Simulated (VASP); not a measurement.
Wanted: the native input for a VASP 6.6.1 run.

- Task: single point
- Functional: LDA
- Potentials or basis: VASP PAW LDA potentials, release 64 (I)
- Cutoff: 520 eV
- k mesh: 9 × 9 × 9
- Occupations: fermi-dirac, width 0.05 eV
- Spin: no spin polarisation
- Dipole correction: no
- Further INCAR settings: ALGO = Normal; EDIFF = 1e-07; NBANDS = 10

The structure of I lies in POSCAR:

```
I
1.0
    0.0000000000      2.3497234514      3.8835988039
    2.1775319666      0.0000000000      3.8835988039
    2.1775319666      2.3497234514      0.0000000000
I
1
Direct
    0.0000000000      0.0000000000      0.0000000000
```

This cell differs from its parent crystal: volume scaled by 0.98.

These files were run (other wordings do the same):

INCAR

```
  ALGO = Normal
  EDIFF = 1E-7
  ENCUT = 520
  GGA = CA
  ISIF = 2
  ISMEAR = -1
  LASPH = T
  LCHARG = F
  LREAL = F
  LWAVE = F
  NBANDS = 10
  NELM = 100
  PREC = Accurate
  SIGMA = 0.05
```

KPOINTS

```
k-points
0
Gamma
  9 9 9
```

Potentials or basis: VASP PAW LDA potentials, release 64 (I).

Launch:

```bash
$ cat potpaw_LDA.64/I/POTCAR > POTCAR
$ mpirun -np 1 vasp_std > vasp.out
```

Results of the run:

```
Pressure : -1.9 GPa
```

Caveat: an odd number of electrons without spin polarisation forces a metal; a magnetic or distorted state may lie lower.

It took 27 s on 1 thread of Intel Xeon 6975P-C, on a shared host, peak memory 0.18 GiB.
